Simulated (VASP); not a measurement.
Here is a VASP 6.6.1 calculation.

File INCAR:

```
SYSTEM = C
PREC     = Accurate       ! precision mode
ENCUT    = 520            ! plane-wave cutoff, eV
EDIFF    = 1E-7           ! SCF threshold, eV
ISMEAR   = 0              ! smearing method
SIGMA    = 0.02           ! smearing width, eV
LREAL    = .FALSE.        ! projectors in reciprocal space
LASPH    = .TRUE.         ! aspherical terms in the spheres
NELM     = 60             ! most SCF steps
ALGO     = Normal         ! electronic algorithm
ISIF     = 2              ! what is computed and relaxed
LWAVE    = .FALSE.        ! write WAVECAR
LCHARG   = .FALSE.        ! write CHGCAR
GGA      = PS             ! functional
IBRION   = 2              ! ionic algorithm
NSW      = 60             ! ionic steps
EDIFFG   = -0.002         ! ionic threshold
```

Contents of KPOINTS:

```
regular mesh
0
G
  9 9 6
  0 0 0
```

File POSCAR:

```
C
1.0
    2.4982678404      0.0000000000      0.0000000000
   -1.2491339202      2.1635634153      0.0000000000
    0.0000000000      0.0000000000      4.2229976408
C
4
Direct
    0.3333333333      0.6666666667     -0.0002601248
    0.6666666667      0.3333333333      0.4997398752
    0.3333333333      0.6666666667      0.3742601248
    0.6666666667      0.3333333333      0.8742601248
```

Potentials or basis: VASP PAW PBE potentials, release 64 (C).

Command:

```sh
$ cat potpaw_PBE.64/C/POTCAR > POTCAR
$ mpirun -np 1 vasp_std > vasp.out
```

(1) Estimate the band gap on the k mesh.

(2) Predict the energy gained by relaxing.

Answers

(1) 3.08 eV (least direct gap 4.85 eV).

(2) 0.0 meV/atom.

Caveat: the cell differs from its parent crystal (strained cell); an odd mesh through Γ misses points on the zone boundary, where band edges can lie.
